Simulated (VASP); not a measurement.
Wanted: the native input for a VASP 6.6.1 run.

- Task: single point
- Functional: PBEsol
- Potentials or basis: VASP PAW PBE potentials, release 64 (Ca_sv)
- Cutoff: 520 eV
- k mesh: 16 × 16 × 16
- Occupations: gaussian, width 0.15 eV
- Spin: no spin polarisation
- Dipole correction: no
- Further INCAR settings: ALGO = Fast; EDIFF = 1e-06; NBANDS = 11

The structure of Ca lies in POSCAR:

```
Ca
1.0
   -2.5144415644      2.5144415644      1.7777101860
    2.5144415644     -2.5144415644      1.7777101860
    2.5144415644      2.5144415644     -1.7777101860
Ca
1
Direct
    0.0000000000      0.0000000000      0.0000000000
```

This cell differs from its parent crystal: ratio of the length along z to the lengths across it x 0.707, volume and fractional coordinates fixed.

These files were run (other wordings do the same):

INCAR

```
  PREC = Accurate
  ENCUT = 520
  EDIFF = 1E-6
  ISMEAR = 0
  SIGMA = 0.15
  LREAL = F
  LASPH = T
  NELM = 100
  ALGO = Fast
  ISIF = 2
  LWAVE = F
  LCHARG = F
  GGA = PS
  NBANDS = 11
```

KPOINTS

```
Automatic mesh
0
Gamma
  16 16 16
```

Potentials or basis: VASP PAW PBE potentials, release 64 (Ca_sv).

Run with:

```bash
$ cat potpaw_PBE.64/Ca_sv/POTCAR > POTCAR
$ mpirun -np 1 vasp_std > vasp.out
```

Results of the run:

```yaml
Pressure: -0.9 GPa
Band_gap_on_the_k_mesh: zero (band 5 reaches 2.16 eV, above the bottom of band 6 at 1.03 eV)
```

Caveat: the PAW data sets were made with another functional, which shifts forces and pressure a little.

Run time: 2.1 min on 1 thread of Intel(R) Xeon(R) 6975P-C (Granite Rapids), with other jobs on the host, peak memory 0.29 GiB.
